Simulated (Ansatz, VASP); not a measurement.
# MgO in VASP and in Ansatz

```
CELL_PARAMETERS angstrom
3.48408 0.00000 0.00000
-1.74204 3.01730 0.00000
0.00000 0.00000 4.18532
ATOMIC_POSITIONS crystal
Mg 0.66667 0.33333 0.75000
Mg 0.33333 0.66667 0.25000
O 0.66667 0.33333 0.25000
O 0.33333 0.66667 0.75000
```

Alike in both runs: task single point; functional PBE; k mesh 3 × 3 × 3; no spin polarisation.

|  | VASP | Ansatz |
| --- | --- | --- |
| version | VASP 6.6.1 | Ansatz 0.2.0 |
| potentials or method | VASP PAW PBE potentials, release 64 (Mg, O) | plane waves |
| plane-wave cutoff (eV) | 600 | 420 |
| occupations | gaussian, width 0.01 eV | fixed |
| valence electrons in the cell | 16 | 32 |

|  | VASP | Ansatz | Ansatz less VASP |
| --- | --- | --- | --- |
| gap on the k mesh at the Fermi level (eV) | 3.43 | 3.45 | +0.015 |
| pressure (GPa) | 3.8 | 4.5 | +0.69 |
| traceless stress, the component that is largest in VASP (GPa) | 0.16 | 0.26 | +0.108 |

VASP's potentials hold 16 valence electrons a cell and Ansatz's 32, so a difference there can come from the potentials and not from the codes.

The k mesh is coarse, so the values compare programs but aren't converged.
